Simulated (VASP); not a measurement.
# PmP (Fm-3m) in VASP: single point with PBE+U

Aim: the single point of PmP with PBE+U.

Program: VASP 6.6.1. These are calculated values, not measurements. Logs are shortened: lines on timing, memory, paths and dates and some standing lists are left out, and cuts for length are marked.

### Step 1. The cell of the first run

The structure is cubic, space group Fm-3m (No. 225). Conventional cell: a = 5.860 Å, b = 5.860 Å, c = 5.860 Å, α = 90.00°, β = 90.00°, γ = 90.00°. Within 3.9 Å of Pm (site symmetry m-3m) lie 6 P at 2.93 Å. Within 3.9 Å of P (site symmetry m-3m) lie 6 Pm at 2.93 Å.

### Step 2. Single point, PBE+U, collinear spin, ferromagnetic start

INCAR reads:

```
SYSTEM = PmP
PREC = Accurate
ENCUT = 520
EDIFF = 1E-6
ISMEAR = 0
SIGMA = 0.05
LREAL = .False.
LASPH = .True.
NELM = 150
ALGO = Normal
ISIF = 2
LWAVE = .False.
LCHARG = .False.
ISPIN = 2
MAGMOM = 4 0
LORBIT = 11
LMAXMIX = 6
LDAU = .True.
LDAUTYPE = 2
LDAUL = 3 -1
LDAUU = 6 0
LDAUJ = 0 0
LDAUPRINT = 1
GGA = PE
NBANDS = 21
```

KPOINTS reads:

```
Automatic mesh
0
Gamma
  4 4 4
  0 0 0
```

POSCAR reads:

```
PmP
1.0
    0.0000000000      2.9300000000      2.9300000000
    2.9300000000      0.0000000000      2.9300000000
    2.9300000000      2.9300000000      0.0000000000
Pm P
1 1
Direct
    0.5000000000      0.5000000000      0.5000000000
    0.0000000000      0.0000000000      0.0000000000
```

Potentials or basis: VASP PAW PBE potentials, release 64 (Pm, P).

Run with:

```console
> cat potpaw_PBE.64/Pm/POTCAR potpaw_PBE.64/P/POTCAR > POTCAR
> mpirun -np 1 vasp_std > vasp.out
```

OUTCAR:

```text
SYSTEM = PmP
   PREC = Accurate
   ENCUT = 520
   EDIFF = 1E-6
   ISMEAR = 0
   LREAL = .False.
   LASPH = .True.
   NELM = 150
   ISIF = 2
   ISPIN = 2
   LORBIT = 11
   GGA = PE

 ion  position               nearest neighbor table
   1  0.500  0.500  0.500-   2 2.93   2 2.93   2 2.93   2 2.93   2 2.93   2 2.93
   2  0.000  0.000  0.000-   1 2.93   1 2.93   1 2.93   1 2.93   1 2.93   1 2.93

  LATTYP: Found a face centered cubic cell.
 ALAT       =     5.8600000000

  Lattice vectors:

 A1 = (   0.0000000000,   2.9300000000,   2.9300000000)
 A2 = (   2.9300000000,   0.0000000000,   2.9300000000)
 A3 = (   2.9300000000,   2.9300000000,   0.0000000000)

Analysis of symmetry for initial positions (statically):
=====================================================================
 Subroutine PRICEL returns:
 Original cell was already a primitive cell.

 Routine SETGRP: Setting up the symmetry group for a
 face centered cubic supercell.

 Subroutine GETGRP returns: Found 48 space group operations
 (whereof 48 operations were pure point group operations)
 out of a pool of 48 trial point group operations.

The static configuration has the point symmetry O_h .

Analysis of symmetry for dynamics (positions and initial velocities):
=====================================================================
 Subroutine PRICEL returns:
 Original cell was already a primitive cell.

 Routine SETGRP: Setting up the symmetry group for a
 face centered cubic supercell.

 Subroutine GETGRP returns: Found 48 space group operations
 (whereof 48 operations were pure point group operations)
 out of a pool of 48 trial point group operations.

The dynamic configuration has the point symmetry O_h .

Analysis of structural, dynamic, and magnetic symmetry:
=====================================================================
 Subroutine PRICEL returns:
 Original cell was already a primitive cell.

 Routine SETGRP: Setting up the symmetry group for a
 face centered cubic supercell.

 Subroutine GETGRP returns: Found 48 space group operations
 (whereof 48 operations were pure point group operations)
 out of a pool of 48 trial point group operations.

The overall configuration has the point symmetry O_h .

 Subroutine INISYM returns: Found 48 space group operations
 (whereof 48 operations are pure point group operations),
 and found     1 'primitive' translations

----------------------------------------------------------------------------------------

                                     Primitive cell

  volume of cell :      50.3075

  direct lattice vectors                    reciprocal lattice vectors
     0.000000000  2.930000000  2.930000000    -0.170648464  0.170648464  0.170648464
     2.930000000  0.000000000  2.930000000     0.170648464 -0.170648464  0.170648464
     2.930000000  2.930000000  0.000000000     0.170648464  0.170648464 -0.170648464

  length of vectors
     4.143645738  4.143645738  4.143645738     0.295571810  0.295571810  0.295571810

  position of ions in fractional coordinates (direct lattice)
[... 8 lines left out ...]
----------------------------------------------------------------------------------------

 KPOINTS: Automatic mesh

Automatic generation of k-mesh.
 Grid dimensions read from file:
 generate k-points for:    4    4    4

 Generating k-lattice:

  Cartesian coordinates                     Fractional coordinates (reciprocal lattice)
    -0.042662116  0.042662116  0.042662116     0.250000000  0.000000000  0.000000000
     0.042662116 -0.042662116  0.042662116     0.000000000  0.250000000  0.000000000
     0.042662116  0.042662116 -0.042662116     0.000000000  0.000000000  0.250000000

  Length of vectors
     0.073892953  0.073892953  0.073892953

  Shift w.r.t. Gamma in fractional coordinates (k-lattice)
[... 48 lines left out ...]
   EMIN   =  10.00;   EMAX   =-10.00  energy-range for DOS
   EFERMI =   0.00;   METHOD = LEGACY
   ISMEAR =     0;   SIGMA  =   0.05  broadening in eV -4-tet -1-fermi 0-gaus
   EFERMI_NEDOS =   21; number of points for ismear=-14 and -15
   IALGO  =     38    algorithm
   IMIX   =      4    mixing-type and parameters
     AMIX     =   0.40;   BMIX     =  1.00
     AMIX_MAG =   1.60;   BMIX_MAG =  1.00
  volume/ion in A,a.u.               =      25.15       169.75
  Fermi-wavevector in a.u.,A,eV,Ry     =   1.203762  2.274780 19.715419  1.449042
  Thomas-Fermi vector in A             =   2.339506
   LORBIT       =     11    0 simple, 1 ext, 2 COOP (PROOUT), +10 PAW based schemes
 LDA+U is selected, type is set to LDAUTYPE =  2
   angular momentum for each species LDAUL =     3   -1
   U (eV)           for each species LDAUU =   6.0  0.0
   J (eV)           for each species LDAUJ =   0.0  0.0
   GGA     = PE    functional components
   LHFCALC =     F    Hartree Fock is set to
   AEXX    =    0.0000 exact exchange contribution
   IVDW    =     0    specifies the selected vdW correction
   LEPSILON=     F    determine dielectric tensor
   LRPA    =     F    only Hartree local field effects (RPA)
 spin polarized calculation
 Gauss-broadening in eV      SIGMA  =   0.05
  energy-cutoff  :      520.00
  volume of cell :       50.31
 maximum number of plane-waves:      1363
 NGX is ok and might be reduce to    32
   NGX = 15   NGY = 15   NGZ = 15

atom =   1  type =  1  l = 3

 onsite density matrix

spin component  1

  0.6166 -0.0000 -0.2829  0.0000  0.0000  0.0000  0.0000
 -0.0000  0.0006  0.0000 -0.0000 -0.0000  0.0000 -0.0000
 -0.2829  0.0000  0.7626 -0.0000 -0.0000 -0.0000  0.0000
  0.0000 -0.0000 -0.0000  0.3974 -0.0000  0.0000 -0.0000
  0.0000 -0.0000 -0.0000 -0.0000  0.7626 -0.0000  0.2829
  0.0000  0.0000 -0.0000  0.0000 -0.0000  0.9818 -0.0000
  0.0000 -0.0000  0.0000 -0.0000  0.2829 -0.0000  0.6166

spin component  2

  0.0041  0.0000  0.0017  0.0000 -0.0000 -0.0000 -0.0000
  0.0000  0.0001  0.0000  0.0000 -0.0000 -0.0000  0.0000
  0.0017  0.0000  0.0032  0.0000  0.0000  0.0000 -0.0000
  0.0000  0.0000  0.0000  0.0054  0.0000 -0.0000  0.0000
 -0.0000 -0.0000  0.0000  0.0000  0.0032  0.0000 -0.0017
 -0.0000 -0.0000  0.0000 -0.0000  0.0000  0.0019  0.0000
 -0.0000  0.0000 -0.0000  0.0000 -0.0017  0.0000  0.0041

 occupancies and eigenvectors

  o =  0.0001  v =  0.0000  0.0000  0.0000  0.0000  0.0000  0.0000  0.0000  0.0000 -1.0000 -0.0000 -0.0000  0.0000 -0.0000  0.0000      0.0000  0.0000  0.0000  0.0000  0.0000  0.0000  0.0000  0.0000  0.0000  0.0000  0.0000  0.0000  0.0000  0.0000
  o =  0.0006  v =  0.0000  1.0000  0.0000 -0.0000 -0.0000 -0.0000  0.0000  0.0000  0.0000  0.0000  0.0000  0.0000  0.0000  0.0000      0.0000  0.0000  0.0000  0.0000  0.0000  0.0000  0.0000  0.0000  0.0000  0.0000  0.0000  0.0000  0.0000  0.0000
  o =  0.0019  v =  0.0000  0.0000  0.0000  0.0000  0.0000  0.0000  0.0000 -0.0001  0.0000  0.0002 -0.0000  0.0017 -1.0000  0.0013      0.0000  0.0000  0.0000  0.0000  0.0000  0.0000  0.0000  0.0000  0.0000  0.0000  0.0000  0.0000  0.0000  0.0000
  o =  0.0019  v =  0.0000  0.0000  0.0000  0.0000  0.0000  0.0000  0.0000 -0.0011 -0.0000  0.0014  0.0000 -0.7906 -0.0021 -0.6124      0.0000  0.0000  0.0000  0.0000  0.0000  0.0000  0.0000  0.0000  0.0000  0.0000  0.0000  0.0000  0.0000  0.0000
  o =  0.0019  v =  0.0000  0.0000  0.0000  0.0000  0.0000  0.0000  0.0000  0.6124 -0.0000 -0.7906  0.0000 -0.0014 -0.0002 -0.0011      0.0000  0.0000  0.0000  0.0000  0.0000  0.0000  0.0000  0.0000  0.0000  0.0000  0.0000  0.0000  0.0000  0.0000
  o =  0.0054  v =  0.0000  0.0000  0.0000  0.0000  0.0000  0.0000  0.0000  0.0045 -0.0000  0.0035  0.0013 -0.6124 -0.0000  0.7906      0.0000  0.0000  0.0000  0.0000  0.0000  0.0000  0.0000  0.0000  0.0000  0.0000  0.0000  0.0000  0.0000  0.0000
  o =  0.0054  v =  0.0000  0.0000  0.0000  0.0000  0.0000  0.0000  0.0000 -0.7905 -0.0000 -0.6124  0.0059 -0.0035 -0.0000  0.0045      0.0000  0.0000  0.0000  0.0000  0.0000  0.0000  0.0000  0.0000  0.0000  0.0000  0.0000  0.0000  0.0000  0.0000
  o =  0.0054  v =  0.0000  0.0000  0.0000  0.0000  0.0000  0.0000  0.0000  0.0047 -0.0000  0.0036  1.0000  0.0008 -0.0000 -0.0011      0.0000  0.0000  0.0000  0.0000  0.0000  0.0000  0.0000  0.0000  0.0000  0.0000  0.0000  0.0000  0.0000  0.0000
  o =  0.3974  v =  0.0000 -0.0000 -0.0000 -0.9947  0.0631 -0.0000 -0.0814  0.0000  0.0000  0.0000  0.0000  0.0000  0.0000  0.0000      0.0000  0.0000  0.0000  0.0000  0.0000  0.0000  0.0000  0.0000  0.0000  0.0000  0.0000  0.0000  0.0000  0.0000
  o =  0.3974  v = -0.7906  0.0000 -0.6124  0.0000  0.0000  0.0000  0.0000  0.0000  0.0000  0.0000  0.0000  0.0000  0.0000  0.0000      0.0000  0.0000  0.0000  0.0000  0.0000  0.0000  0.0000  0.0000  0.0000  0.0000  0.0000  0.0000  0.0000  0.0000
  o =  0.3974  v =  0.0000 -0.0000 -0.0000 -0.1030 -0.6091  0.0000  0.7864  0.0000  0.0000  0.0000  0.0000  0.0000  0.0000  0.0000      0.0000  0.0000  0.0000  0.0000  0.0000  0.0000  0.0000  0.0000  0.0000  0.0000  0.0000  0.0000  0.0000  0.0000
  o =  0.9818  v =  0.6124  0.0000 -0.7906  0.0000  0.0000  0.0000  0.0000  0.0000  0.0000  0.0000  0.0000  0.0000  0.0000  0.0000      0.0000  0.0000  0.0000  0.0000  0.0000  0.0000  0.0000  0.0000  0.0000  0.0000  0.0000  0.0000  0.0000  0.0000
  o =  0.9818  v =  0.0000  0.0000 -0.0000  0.0000  0.5108 -0.7632  0.3957  0.0000  0.0000  0.0000  0.0000  0.0000  0.0000  0.0000      0.0000  0.0000  0.0000  0.0000  0.0000  0.0000  0.0000  0.0000  0.0000  0.0000  0.0000  0.0000  0.0000  0.0000
  o =  0.9818  v =  0.0000 -0.0000 -0.0000  0.0000 -0.6034 -0.6461 -0.4674  0.0000  0.0000  0.0000  0.0000  0.0000  0.0000  0.0000      0.0000  0.0000  0.0000  0.0000  0.0000  0.0000  0.0000  0.0000  0.0000  0.0000  0.0000  0.0000  0.0000  0.0000

 number of electron      19.9999999 magnetization       4.0950418

 Free energy of the ion-electron system (eV)
  ---------------------------------------------------
  ext. energy  EPLUGINS =         0.00000000
  ---------------------------------------------------
  free energy    TOTEN  =       -13.30053914 eV

  energy without entropy =      -13.28004496  energy(sigma->0) =      -13.29029205

 E-fermi :   5.6003     XC(G=0): -10.0832

 val. band max:        5.5950036625   @ k =  -0.2500   0.2500   0.0000
 cond. band min:       5.6076888221   @ k =   0.5000   0.0000   0.0000
 fundamental gap:      0.0126851596
 Fermi energy:         5.6003404681

 spin component 1

 k-point     1 :       0.0000    0.0000    0.0000
  band No.  band energies     occupation
      1     -32.9822      1.00000
      2     -13.0918      1.00000
      3     -13.0918      1.00000
      4     -13.0918      1.00000
      5      -4.0362      1.00000
      6       1.5704      1.00000
[... 181 lines left out ...]
     20      11.1293      0.00000
     21      15.6917      0.00000
 Fermi energy:         5.6003404681

 spin component 2

 k-point     1 :       0.0000    0.0000    0.0000
  band No.  band energies     occupation
      1     -31.0473      1.00000
      2     -11.7152      1.00000
      3     -11.7152      1.00000
      4     -11.7152      1.00000
      5      -4.1172      1.00000
      6       5.9027      0.00000
[... 181 lines left out ...]
     20      11.8557      0.00000
     21      16.1408      0.00000

------------------------ aborting loop because EDIFF is reached ----------------------------------------

  FORCE on cell =-STRESS in cart. coord.  units (eV):
  Direction    XX          YY          ZZ          XY          YZ          ZX
  --------------------------------------------------------------------------------------
  -------------------------------------------------------------------------------------
  Total        0.2246965      0.2246965      0.2246965     -0.0000000     -0.0000000      0.0000000
  in kB        7.1560604      7.1560604      7.1560604     -0.0000000     -0.0000000      0.0000000
  external PRESSURE =       7.1560604 kB  Pullay stress =       0.0000000 kB

 VOLUME and BASIS-vectors are now :
 -----------------------------------------------------------------------------
  energy-cutoff  :      520.00
  volume of cell :       50.31
      direct lattice vectors                 reciprocal lattice vectors
     0.000000000  2.930000000  2.930000000    -0.170648464  0.170648464  0.170648464
     2.930000000  0.000000000  2.930000000     0.170648464 -0.170648464  0.170648464
     2.930000000  2.930000000  0.000000000     0.170648464  0.170648464 -0.170648464

 POSITION                                       TOTAL-FORCE (eV/Angst)
 -----------------------------------------------------------------------------------
      2.93000      2.93000      2.93000        -0.000000      0.000000      0.000000
      0.00000      0.00000      0.00000         0.000000     -0.000000     -0.000000
 -----------------------------------------------------------------------------------
    total drift:                               -0.000000     -0.000000      0.000000

  FREE ENERGIE OF THE ION-ELECTRON SYSTEM (eV)
  ---------------------------------------------------
  free  energy   TOTEN  =       -13.3005391365 eV

  energy  without entropy=      -13.2800449599  energy(sigma->0) =      -13.29029205

 total charge

# of ion       s       p       d       f       tot
--------------------------------------------------
    1        2.006   5.585   0.504   4.156  12.251
    2        1.036   1.518   0.000   0.000   2.554
--------------------------------------------------
tot          3.042   7.102   0.504   4.156  14.805

 magnetization (x)

# of ion       s       p       d       f       tot
--------------------------------------------------
    1       -0.015   0.001   0.042   4.112   4.140
    2       -0.010  -0.105   0.000   0.000  -0.116
--------------------------------------------------
tot         -0.026  -0.104   0.042   4.112   4.024
```

Wall time 23 s (1 thread of AMD EPYC 9R45 (Zen 5), shared host); peak memory 0.17 GiB.

What came out:

* Free energy: -13.3005 eV
* Pressure: 0.7 GPa
* Net moment: 4.10 μB per cell
* Site moments: Pm +4.14; P -0.12 μB
* Valence electrons inside the program's atomic spheres: Pm 12.25; P 2.55

Levels at points of the mesh, in eV from the Fermi level:
Spin up:
| k point | band 8 | band 9 | band 10 | band 11 | band 12 | band 13 | band 14 | band 15 | band 16 | band 17 |
| --- | --- | --- | --- | --- | --- | --- | --- | --- | --- | --- |
| (0.00, 0.00, 0.00) | -4.03 | -0.72 | -0.72 | -0.72 | 1.55 | 1.55 | 1.55 | 1.73 | 1.73 | 1.73 |
| (0.50, 0.00, 0.00) | -4.03 | -3.56 | -1.74 | -1.74 | -0.03 | 0.01 | 0.01 | 2.61 | 4.52 | 4.52 |
| (0.50, 0.50, 0.00) | -4.10 | -1.59 | -0.54 | -0.54 | -0.20 | -0.01 | 0.60 | 0.60 | 2.72 | 3.70 |
Spin down:
```csv
k point,band 5,band 6,band 7,band 8,band 9,band 10,band 11,band 12
"(0.00, 0.00, 0.00)",-9.72,0.30,0.30,0.30,2.13,2.13,2.13,2.98
"(0.50, 0.00, 0.00)",-8.13,-3.46,-1.70,-1.70,3.70,4.78,4.86,4.86
"(0.50, 0.50, 0.00)",-9.07,-1.47,-0.23,-0.23,0.12,4.23,4.71,4.83
```

Eigenvalues of the final occupation matrices:
```csv
site,spin,trace,eigenvalues
site 1 f,1,4.14,0.00 0.40 0.40 0.40 0.98 0.98 0.98
site 1 f,2,0.02,0.00 0.00 0.00 0.00 0.01 0.01 0.01
```

Caveat: the k points lie up to 0.46 Å⁻¹ apart; the magnetic or orbital state may not be the lowest; spin-orbit coupling is left out, which moves the levels of the heavy elements; the U is typed as a test and isn't derived for this compound. The state reached can hang on the start; a lower one may exist.
